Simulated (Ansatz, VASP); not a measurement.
**Pt in VASP and in Ansatz**

```
CELL_PARAMETERS angstrom
0.00000 1.97158 1.97158
1.97158 0.00000 1.97158
1.97158 1.97158 0.00000
ATOMIC_POSITIONS crystal
Pt 0.00000 0.00000 0.00000
```

Alike in both runs: task relaxation of cell and atoms; functional PBE; k mesh 18 × 18 × 18; occupations gaussian, width 0.1 eV; no spin polarisation.

```csv
,VASP,Ansatz
version,VASP 6.6.1,Ansatz 0.2.0
potentials or method,"VASP PAW PBE potentials, release 64 (Pt), cutoff 600 eV","scalar-relativistic, plane waves, PAW"
valence electrons in the cell,10,18
```

|  | VASP | Ansatz | Ansatz less VASP |
| --- | --- | --- | --- |
| gap on the k mesh at the Fermi level, each at its own relaxed structure (eV) | none | none | - |
| relaxed volume (Å³/atom) | 15.62 | 15.65 | +0.029 |
| relaxed length of the cell vector where the two differ most in proportion (Å) | 2.806 | 2.807 | +0.0017 |

A gap of «none» marks a metal or a gap that the smearing closes. VASP's potentials hold 10 valence electrons a cell and Ansatz's 18, so a difference there can come from the potentials and not from the codes.

Spin-orbit coupling is off throughout.
